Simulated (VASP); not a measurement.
Here is a VASP 6.6.1 calculation.

The input INCAR:

```
  PREC = Accurate
  ENCUT = 520
  EDIFF = 1E-7
  ISMEAR = -1
  SIGMA = 0.1
  LREAL = F
  LASPH = T
  NELM = 100
  ALGO = Normal
  ISIF = 2
  LWAVE = F
  LCHARG = F
  GGA = PE
  NBANDS = 11
```

The input KPOINTS:

```
regular mesh
0
Gamma
  15 15 15
```

The input POSCAR:

```
Ba
1.0
   -2.5124917513      2.5124917513      2.5124917513
    2.5124917513     -2.5124917513      2.5124917513
    2.5124917513      2.5124917513     -2.5124917513
Ba
1
Direct
    0.0000000000      0.0000000000      0.0000000000
```

Potentials or basis: VASP PAW PBE potentials, release 64 (Ba_sv).

Run with:

```sh
$ cat potpaw_PBE.64/Ba_sv/POTCAR > POTCAR
$ mpirun -np 1 vasp_std > vasp.out
```

(1) What does it give for the band gap on the k mesh?

(2) What does it give for the pressure?

Results:

(1) zero (band 5 reaches 2.04 eV, above the bottom of band 6 at 1.12 eV).

(2) 0.0 GPa.

Caveat: spin-orbit coupling is left out, which moves the levels of the heavy elements.
